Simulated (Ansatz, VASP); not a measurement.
## Sn in VASP and in Ansatz

File INCAR:

```
SYSTEM = Sn
  PREC = Accurate
  ENCUT = 500
  EDIFF = 1E-6
  ISMEAR = -1
  SIGMA = 0.03
  LREAL = .False.
  LASPH = .True.
  NELM = 120
  ALGO = Normal
  ISIF = 2
  LWAVE = .False.
  LCHARG = .True.
  GGA = PE
  LELF = .True.
  LVHAR = .True.
  NBANDS = 21
  GGA_COMPAT = .False.
```

Contents of KPOINTS:

```
Automatic mesh
0
Gamma
  4 4 4
  0 0 0
```

Contents of POSCAR:

```
Sn
1.0
    0.0000000000      3.2333428000      3.2333428000
    3.2333428000      0.0000000000      3.2333428000
    3.2333428000      3.2333428000      0.0000000000
Sn
2
Direct
    0.7500000000      0.7500000000      0.7500000000
    0.5000000000      0.5000000000      0.5000000000
```

input.yaml

```yaml
crystal:
  lattice:
    - [0.0, 3.2333428, 3.2333428]
    - [3.2333428, 0.0, 3.2333428]
    - [3.2333428, 3.2333428, 0.0]
  atoms:
    - { symbol: Sn, position: [0.75, 0.75, 0.75] }
    - { symbol: Sn, position: [0.5, 0.5, 0.5] }
kpoints:
  mp_grid: { grid: [4, 4, 4] }
scf:
  occupations: { method: fermi_dirac, width: 0.03 }
hamiltonian:
  xc: pbe
  pseudopotentials: { kind: all_electron, lapw: { basis_error: 0.002 } }
output:
  forces: true
  stress: true
  eigenvalues: true
```

Alike in both runs: task single point; functional PBE; k mesh 4 × 4 × 4; occupations fermi-dirac, width 0.03 eV; no spin polarisation.

|  | VASP | Ansatz |
| --- | --- | --- |
| version | VASP 6.6.1 | Ansatz 0.2.0 |
| potentials or method | VASP PAW PBE potentials, release 64 (Sn_d), cutoff 500 eV | all-electron LAPW, scalar-relativistic |

```tsv
	VASP	Ansatz	Ansatz less VASP
gap on the k mesh at the Fermi level (eV)	none	none	-
pressure (GPa)	4.5	4.5	+0.06
```

A gap of «none» marks a metal or a gap that the smearing closes. Ansatz ran all-electron here, and VASP with PAW potentials.

The k mesh is coarse, so the values compare programs but aren't converged. Noted on Ansatz's run: the k mesh is thin for a metal, which can move the energy by tens of meV per atom.
